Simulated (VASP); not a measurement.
A run of VASP 6.6.1:

Contents of INCAR:

```
PREC = Accurate
ENCUT = 520
EDIFF = 1E-7
ISMEAR = -1
SIGMA = 0.05
LREAL = Auto
LASPH = T
NELM = 60
ALGO = Normal
ISIF = 2
LWAVE = F
LCHARG = F
GGA = PE
IVDW = 12
IBRION = 2
NSW = 35
EDIFFG = -0.3
```

KPOINTS

```
Automatic mesh
0
Gamma
  1 1 1
```

Contents of POSCAR:

```
H4C
1.0
    7.9581140000      0.0000000000      0.0000000000
    0.0000000000      7.9581140000      0.0000000000
    0.0000000000      0.0000000000      7.9581140000
C H
8 32
Direct
    0.2997756000      0.6030821000      0.6698954000
    0.8385281000      0.1049906000      0.7843043000
    0.6730878000      0.7358283000      0.0393409000
    0.5088301000      0.4754108000      0.3209985000
    0.2104182000      0.8904332000      0.1015627000
    0.9037247000      0.6423626000      0.7945298000
    0.5260489000      0.2723839000      0.8445661000
    0.6823918000      0.1776653000      0.2466856000
    0.2039356000      0.5645123000      0.5800316000
    0.3902061000      0.5016243000      0.6865408000
    0.2407539000      0.6317877000      0.7900656000
    0.3642067000      0.7144041000      0.6229436000
    0.9099808000      0.1943775000      0.8594904000
    0.7677848000      0.0219875000      0.8670950000
    0.9244509000      0.0307424000      0.7077999000
    0.7518961000      0.1728551000      0.7028319000
    0.7893715000      0.8081231000      0.0392676000
    0.5713864000      0.8130173000      0.0888091000
    0.6884519000      0.6247510000      0.1179171000
    0.6431415000      0.6974217000     -0.0886301000
    0.5288381000      0.3727418000      0.4093569000
    0.4546040000      0.4261570000      0.2053178000
    0.6285835000      0.5357069000      0.2932144000
    0.4232950000      0.5670374000      0.3761051000
    0.1764616000      0.7781590000      0.0309235000
    0.3255591000      0.8670354000      0.1718730000
    0.1094439000      0.9219270000      0.1885155000
    0.2302080000      0.9946115000      0.0149388000
    0.8476995000      0.5174300000      0.7957323000
    0.9689856000      0.6642588000      0.9128937000
    0.8054120000      0.7363194000      0.7785554000
    0.9928017000      0.6514424000      0.6909379000
    0.6248158000      0.2551522000      0.9378216000
    0.4435422000      0.1631087000      0.8447426000
    0.5823526000      0.2868627000      0.7205956000
    0.4534848000      0.3844120000      0.8751047000
    0.7892811000      0.2582263000      0.2755479000
    0.6186175000      0.1431011000      0.3628174000
    0.7263170000      0.0645134000      0.1833163000
    0.5953515000      0.2448204000      0.1650606000
```

Potentials or basis: VASP PAW PBE potentials, release 64 (C, H).

Run with:

```bash
$ cat potpaw_PBE.64/C/POTCAR potpaw_PBE.64/H/POTCAR > POTCAR
$ mpirun -np 1 vasp_gam > vasp.out
```

Hardware: 1 thread of AMD EPYC 7R13 Processor (Zen 3) (shared host).

**Question.** How long does it take, and how much memory?

**Answer.** Run time: 12 min on 1 thread of AMD EPYC 7R13 Processor (Zen 3), on a shared host, peak memory 0.48 GiB. Counts: scf iterations 177, k points 1, ion steps 18.
